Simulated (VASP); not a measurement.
# AlP (F-43m) in VASP: a series of runs

Aim: see how the results for AlP move with the level of theory and the settings. Levels: PBEsol, r2SCAN. Tasks: single point.

Program: VASP 6.6.1. These are calculated values, not measurements. Logs are shortened: lines on timing, memory, paths and dates and some standing lists are left out, and cuts for length are marked.

**1. The cell of the first run**

It takes space group F-43m (No. 216, cubic). Conventional cell: a = 5.470 Å, b = 5.470 Å, c = 5.470 Å, α = 90.00°, β = 90.00°, γ = 90.00°. Within 3.1 Å of Al (site symmetry -43m) lie 4 P at 2.37 Å. P (site symmetry -43m) has 4 Al at 2.37 Å within 3.1 Å.

**2. Single point, PBEsol**

The input, INCAR:

```
PREC = Accurate ; ENCUT = 500
EDIFF = 1E-6 ; ISMEAR = -1
SIGMA = 0.05 ; LREAL = Auto
LASPH = T ; NELM = 120
ALGO = Normal ; ISIF = 2
LWAVE = F ; LCHARG = F
GGA = PS ; NBANDS = 166
GGA_COMPAT = F
```

The input, KPOINTS:

```
regular mesh
0
Gamma
  1 1 1
```

The input, POSCAR:

```
AlP
1.0
   10.9400000000      0.0000000000      0.0000000000
    0.0000000000     10.9400000000      0.0000000000
    0.0000000000      0.0000000000     10.9400000000
Al P
32 32
Direct
    0.0000000000      0.0000000000      0.0000000000
    0.0000000000      0.0000000000      0.5000000000
    0.0000000000      0.5000000000      0.0000000000
    0.0000000000      0.5000000000      0.5000000000
    0.5000000000      0.0000000000      0.0000000000
    0.5000000000      0.0000000000      0.5000000000
    0.5000000000      0.5000000000      0.0000000000
    0.5000000000      0.5000000000      0.5000000000
    0.2500000000      0.2500000000      0.0000000000
    0.2500000000      0.2500000000      0.5000000000
    0.2500000000      0.7500000000      0.0000000000
    0.2500000000      0.7500000000      0.5000000000
    0.7500000000      0.2500000000      0.0000000000
    0.7500000000      0.2500000000      0.5000000000
    0.7500000000      0.7500000000      0.0000000000
    0.7500000000      0.7500000000      0.5000000000
    0.2500000000      0.0000000000      0.2500000000
    0.2500000000      0.0000000000      0.7500000000
    0.2500000000      0.5000000000      0.2500000000
    0.2500000000      0.5000000000      0.7500000000
    0.7500000000      0.0000000000      0.2500000000
    0.7500000000      0.0000000000      0.7500000000
    0.7500000000      0.5000000000      0.2500000000
    0.7500000000      0.5000000000      0.7500000000
    0.0000000000      0.2500000000      0.2500000000
    0.0000000000      0.2500000000      0.7500000000
    0.0000000000      0.7500000000      0.2500000000
    0.0000000000      0.7500000000      0.7500000000
    0.5000000000      0.2500000000      0.2500000000
    0.5000000000      0.2500000000      0.7500000000
    0.5000000000      0.7500000000      0.2500000000
    0.5000000000      0.7500000000      0.7500000000
    0.1250000000      0.1250000000      0.1250000000
    0.1250000000      0.1250000000      0.6250000000
    0.1250000000      0.6250000000      0.1250000000
    0.1250000000      0.6250000000      0.6250000000
    0.6250000000      0.1250000000      0.1250000000
    0.6250000000      0.1250000000      0.6250000000
    0.6250000000      0.6250000000      0.1250000000
    0.6250000000      0.6250000000      0.6250000000
    0.3750000000      0.3750000000      0.1250000000
    0.3750000000      0.3750000000      0.6250000000
    0.3750000000      0.8750000000      0.1250000000
    0.3750000000      0.8750000000      0.6250000000
    0.8750000000      0.3750000000      0.1250000000
    0.8750000000      0.3750000000      0.6250000000
    0.8750000000      0.8750000000      0.1250000000
    0.8750000000      0.8750000000      0.6250000000
    0.3750000000      0.1250000000      0.3750000000
    0.3750000000      0.1250000000      0.8750000000
    0.3750000000      0.6250000000      0.3750000000
    0.3750000000      0.6250000000      0.8750000000
    0.8750000000      0.1250000000      0.3750000000
    0.8750000000      0.1250000000      0.8750000000
    0.8750000000      0.6250000000      0.3750000000
    0.8750000000      0.6250000000      0.8750000000
    0.1250000000      0.3750000000      0.3750000000
    0.1250000000      0.3750000000      0.8750000000
    0.1250000000      0.8750000000      0.3750000000
    0.1250000000      0.8750000000      0.8750000000
    0.6250000000      0.3750000000      0.3750000000
    0.6250000000      0.3750000000      0.8750000000
    0.6250000000      0.8750000000      0.3750000000
    0.6250000000      0.8750000000      0.8750000000
```

Potentials or basis: VASP PAW PBE potentials, release 64 (Al, P).

Run with:

```
$ cat potpaw_PBE.64/Al/POTCAR potpaw_PBE.64/P/POTCAR > POTCAR
$ mpirun -np 1 vasp_gam > vasp.out
```

OUTCAR:

```text
PREC = Accurate
   ENCUT = 500
   EDIFF = 1E-6
   ISMEAR = -1
   LREAL = Auto
   LASPH = T
   NELM = 120
   ISIF = 2
   GGA = PS

 ion  position               nearest neighbor table
   1  0.000  0.000  0.000-  33 2.37  47 2.37  54 2.37  60 2.37
   2  0.000  0.000  0.500-  34 2.37  48 2.37  53 2.37  59 2.37
   3  0.000  0.500  0.000-  35 2.37  45 2.37  56 2.37  58 2.37
   4  0.000  0.500  0.500-  36 2.37  46 2.37  55 2.37  57 2.37
   5  0.500  0.000  0.000-  37 2.37  43 2.37  50 2.37  64 2.37
   6  0.500  0.000  0.500-  38 2.37  44 2.37  49 2.37  63 2.37
[... 56 lines left out ...]
  63  0.625  0.875  0.375-   6 2.37  16 2.37  21 2.37  31 2.37
  64  0.625  0.875  0.875-   5 2.37  15 2.37  22 2.37  32 2.37

  LATTYP: Found a simple cubic cell.
 ALAT       =    10.9400000000

  Lattice vectors:

 A1 = (  10.9400000000,   0.0000000000,   0.0000000000)
 A2 = (   0.0000000000,  10.9400000000,   0.0000000000)
 A3 = (   0.0000000000,   0.0000000000,  10.9400000000)

Analysis of symmetry for initial positions (statically):
=====================================================================
 Subroutine PRICEL returns following result:

  LATTYP: Found a face centered cubic cell.
 ALAT       =     5.4700000000

  Lattice vectors:

 A1 = (   2.7350000000,  -2.7350000000,   0.0000000000)
 A2 = (   2.7350000000,   0.0000000000,   2.7350000000)
 A3 = (   0.0000000000,  -2.7350000000,   2.7350000000)

  32 primitive cells build up your supercell.

 Routine SETGRP: Setting up the symmetry group for a
 simple cubic supercell.

 Subroutine GETGRP returns: Found 24 space group operations
 (whereof 24 operations were pure point group operations)
 out of a pool of 48 trial point group operations.

The static configuration has the point symmetry T_d .

Analysis of symmetry for dynamics (positions and initial velocities):
=====================================================================
 Subroutine PRICEL returns following result:

  LATTYP: Found a face centered cubic cell.
 ALAT       =     5.4700000000

  Lattice vectors:

 A1 = (   2.7350000000,  -2.7350000000,   0.0000000000)
 A2 = (   2.7350000000,   0.0000000000,   2.7350000000)
 A3 = (   0.0000000000,  -2.7350000000,   2.7350000000)

  32 primitive cells build up your supercell.

 Routine SETGRP: Setting up the symmetry group for a
 simple cubic supercell.

 Subroutine GETGRP returns: Found 24 space group operations
 (whereof 24 operations were pure point group operations)
 out of a pool of 48 trial point group operations.

The dynamic configuration has the point symmetry T_d .

 Subroutine INISYM returns: Found 24 space group operations
 (whereof 24 operations are pure point group operations),
 and found    32 'primitive' translations

----------------------------------------------------------------------------------------

                                     Primitive cell

  volume of cell :      40.9168

  direct lattice vectors                    reciprocal lattice vectors
     2.735000000 -2.735000000  0.000000000     0.182815356 -0.182815356 -0.182815356
     2.735000000  0.000000000  2.735000000     0.182815356  0.182815356  0.182815356
     0.000000000 -2.735000000  2.735000000    -0.182815356 -0.182815356  0.182815356

  length of vectors
     3.867874093  3.867874093  3.867874093     0.316645486  0.316645486  0.316645486

  position of ions in fractional coordinates (direct lattice)
     0.000000000  0.000000000  0.000000000
     0.750000000  0.750000000  0.750000000

  ion indices of the primitive-cell ions
   primitive index   ion index
                 1           1
                 2          33

----------------------------------------------------------------------------------------

 KPOINTS: regular mesh

Automatic generation of k-mesh.
 Grid dimensions read from file:
 generate k-points for:    1    1    1

 Generating k-lattice:

  Cartesian coordinates                     Fractional coordinates (reciprocal lattice)
     0.091407678  0.000000000  0.000000000     1.000000000  0.000000000  0.000000000
     0.000000000  0.091407678  0.000000000     0.000000000  1.000000000  0.000000000
     0.000000000  0.000000000  0.091407678     0.000000000  0.000000000  1.000000000

  Length of vectors
     0.091407678  0.091407678  0.091407678

  Shift w.r.t. Gamma in fractional coordinates (k-lattice)
     0.000000000  0.000000000  0.000000000

 Subroutine IBZKPT returns following result:
 ===========================================

 Found      1 irreducible k-points:

 Following reciprocal coordinates:
            Coordinates               Weight
  0.000000  0.000000  0.000000      1.000000
   k-points           NKPTS =      1   k-points in BZ     NKDIM =      1   number of bands    NBANDS=    166
   number of dos      NEDOS =    301   number of ions     NIONS =     64
   total plane-waves  NPLWV = 512000
   dimension x,y,z NGX =    80 NGY =   80 NGZ =   80
   dimension x,y,z NGXF=   160 NGYF=  160 NGZF=  160
   ions per type =              32  32
   NGX,Y,Z   is equivalent  to a cutoff of  12.16, 12.16, 12.16 a.u.
   NGXF,Y,Z  is equivalent  to a cutoff of  24.31, 24.31, 24.31 a.u.
 SYSTEM =  unknown system
   PREC   = accura    normal or accurate (medium, high low for compatibility)
   ISTART =      0    job   : 0-new  1-cont  2-samecut
   ICHARG =      2    charge: 1-file 2-atom 10-const
   ISPIN  =      1    spin polarized calculation?
   LNONCOLLINEAR =      F non collinear calculations
   LSORBIT =      F    spin-orbit coupling
   LASPH  =      T    aspherical Exc in radial PAW
   ENCUT  =  500.0 eV  36.75 Ry    6.06 a.u.  19.95 19.95 19.95*2*pi/ulx,y,z
   NELM   =    120;   NELMIN=  2; NELMDL= -5     # of ELM steps
   EDIFF  = 0.1E-05   stopping-criterion for ELM
   LREAL  =      T    real-space projection
   EDIFFG = 0.1E-04   stopping-criterion for IOM
   NSW    =      0    number of steps for IOM
   IBRION =     -1    ionic relax: 0-MD 1-quasi-New 2-CG
   NFREE  =      0    steps in history (QN), initial steepest desc. (CG)
   ISIF   =      2    stress and relaxation
   ISYM   =      2    0-nonsym 1-usesym 2-fastsym
   POTIM  = 0.5000    time-step for ionic-motion
   TEBEG  =    0.0;   TEEND  =   0.0 temperature during run
   PSTRESS=    0.0 pullay stress
   NELECT =     256.0000    total number of electrons
   NUPDOWN=      -1.0000    fix difference up-down
   EMIN   =  10.00;   EMAX   =-10.00  energy-range for DOS
   EFERMI =   0.00;   METHOD = LEGACY
   ISMEAR =    -1;   SIGMA  =   0.05  broadening in eV -4-tet -1-fermi 0-gaus
   EFERMI_NEDOS =   21; number of points for ismear=-14 and -15
   IALGO  =     38    algorithm
   IMIX   =      4    mixing-type and parameters
     AMIX     =   0.40;   BMIX     =  1.00
     AMIX_MAG =   1.60;   BMIX_MAG =  1.00
  volume/ion in A,a.u.               =      20.46       138.06
  Fermi-wavevector in a.u.,A,eV,Ry     =   0.950176  1.795573 12.283814  0.902835
  Thomas-Fermi vector in A             =   2.078528
   LORBIT       =      0    0 simple, 1 ext, 2 COOP (PROOUT), +10 PAW based schemes
   GGA     = PS    functional components
   LHFCALC =     F    Hartree Fock is set to
   AEXX    =    0.0000 exact exchange contribution
   IVDW    =     0    specifies the selected vdW correction
   LEPSILON=     F    determine dielectric tensor
   LRPA    =     F    only Hartree local field effects (RPA)
 non-spin polarized calculation
  energy-cutoff  :      500.00
  volume of cell :     1309.34
 maximum number of plane-waves:     16566
 NGX is ok and might be reduce to    80
   NGX = 39   NGY = 39   NGZ = 39

 number of electron     255.9999996 magnetization

 Free energy of the ion-electron system (eV)
  ---------------------------------------------------
  ext. energy  EPLUGINS =         0.00000000
  ---------------------------------------------------
  free energy    TOTEN  =      -348.43213979 eV

  energy without entropy =     -348.43213332  energy(sigma->0) =     -348.43213656

 E-fermi :   5.2357     XC(G=0):  -9.3295

 val. band max:        4.5279086239   @ k =   0.0000   0.0000   0.0000
 cond. band min:       5.9435216214   @ k =   0.0000   0.0000   0.0000
 fundamental gap:      1.4156129975
 Fermi energy:         5.2357146424

 k-point     1 :       0.0000    0.0000    0.0000
  band No.  band energies     occupation
      1      -6.9754      2.00000
      2      -6.0874      2.00000
      3      -6.0874      2.00000
      4      -6.0874      2.00000
      5      -6.0874      2.00000
      6      -6.0874      2.00000
[... 132 lines left out ...]
    139       7.2639      0.00000
    140       7.2639      0.00000
 [bands above 140 left out]

------------------------ aborting loop because EDIFF is reached ----------------------------------------

  FORCE on cell =-STRESS in cart. coord.  units (eV):
  Direction    XX          YY          ZZ          XY          YZ          ZX
  --------------------------------------------------------------------------------------
  -------------------------------------------------------------------------------------
  Total        3.4343428      3.4343428      3.4343428     -0.0000000      0.0000000      0.0000000
  in kB        4.2024471      4.2024471      4.2024471     -0.0000000      0.0000000      0.0000000
  external PRESSURE =       4.2024471 kB  Pullay stress =       0.0000000 kB

 VOLUME and BASIS-vectors are now :
 -----------------------------------------------------------------------------
  energy-cutoff  :      500.00
  volume of cell :     1309.34
      direct lattice vectors                 reciprocal lattice vectors
    10.940000000  0.000000000  0.000000000     0.091407678  0.000000000  0.000000000
     0.000000000 10.940000000  0.000000000     0.000000000  0.091407678  0.000000000
     0.000000000  0.000000000 10.940000000     0.000000000  0.000000000  0.091407678

 POSITION                                       TOTAL-FORCE (eV/Angst)
 -----------------------------------------------------------------------------------
      0.00000      0.00000      0.00000         0.000000      0.000000      0.000000
      0.00000      0.00000      5.47000        -0.000000      0.000000     -0.000000
      0.00000      5.47000      0.00000        -0.000000      0.000000     -0.000000
      0.00000      5.47000      5.47000        -0.000000     -0.000000      0.000000
      5.47000      0.00000      0.00000        -0.000000      0.000000     -0.000000
      5.47000      0.00000      5.47000        -0.000000     -0.000000     -0.000000
[... 56 lines left out ...]
      6.83750      9.57250      4.10250        -0.000000      0.000000     -0.000000
      6.83750      9.57250      9.57250         0.000000     -0.000000      0.000000
 -----------------------------------------------------------------------------------
    total drift:                                0.000000     -0.000000      0.000000

  FREE ENERGIE OF THE ION-ELECTRON SYSTEM (eV)
  ---------------------------------------------------
  free  energy   TOTEN  =      -348.4321397893 eV

  energy  without entropy=     -348.4321333207  energy(sigma->0) =     -348.43213656
```

Wall time 3.5 min (1 thread of AMD EPYC 7R13 (Zen 3), shared host); peak memory 0.87 GiB.

Results:

* Free energy: -348.4321 eV
* Pressure: 0.4 GPa
* Band gap on the k mesh: 1.42 eV

Caveat: the k points lie up to 0.57 Å⁻¹ apart; the PAW data sets were made with another functional, which shifts forces and pressure a little; an odd mesh through Γ misses points on the zone boundary, where band edges can lie.

**3. Single point, r2SCAN**

POSCAR is that of step 2.

The input, INCAR.step1:

```
  PREC = Accurate
  ENCUT = 550
  ISMEAR = -1
  SIGMA = 0.05
  LREAL = Auto
  LASPH = True
  NELM = 120
  NBANDS = 166
  GGA = PE
  ALGO = Normal
  EDIFF = 1E-5
  LWAVE = True
  LCHARG = False
  GGA_COMPAT = False
```

The input, INCAR.step2:

```
  PREC = Accurate
  ENCUT = 550
  EDIFF = 1E-6
  ISMEAR = -1
  SIGMA = 0.05
  LREAL = Auto
  LASPH = True
  NELM = 120
  ALGO = Normal
  ISIF = 2
  LWAVE = False
  LCHARG = True
  METAGGA = R2SCAN
  LMIXTAU = True
  LELF = True
  LVHAR = True
  NBANDS = 166
  ISTART = 1
  GGA_COMPAT = False
```

The input, KPOINTS:

```
Automatic mesh
0
Gamma
  1 1 1
```

Potentials or basis: VASP PAW PBE potentials, release 64 (Al, P).

Run with:

```
$ cat potpaw_PBE.64/Al/POTCAR potpaw_PBE.64/P/POTCAR > POTCAR
$ cp INCAR.step1 INCAR
$ mpirun -np 1 vasp_gam > vasp.out
$ cp INCAR.step2 INCAR
$ mpirun -np 1 vasp_gam > vasp.out
```

Run time: 18 min. Hardware: 1 thread of AMD EPYC 7R13 (Zen 3), shared host; peak memory 1.3 GiB.

The run converged. Its results:

- Free energy: -547.8028 eV
- Pressure: 0.5 GPa
- Band gap on the k mesh: 1.90 eV

Levels at points of the mesh, in eV from the valence-band top:
```tsv
k point	band 124	band 125	band 126	band 127	band 128	band 129	band 130	band 131	band 132	band 133
(0.00, 0.00, 0.00)	-0.79	-0.79	0.00	0.00	0.00	1.90	1.90	1.90	2.83	2.83
```

Caveat: the k points lie up to 0.57 Å⁻¹ apart; the PAW data sets were made with another functional, which shifts forces and pressure a little; an odd mesh through Γ misses points on the zone boundary, where band edges can lie.
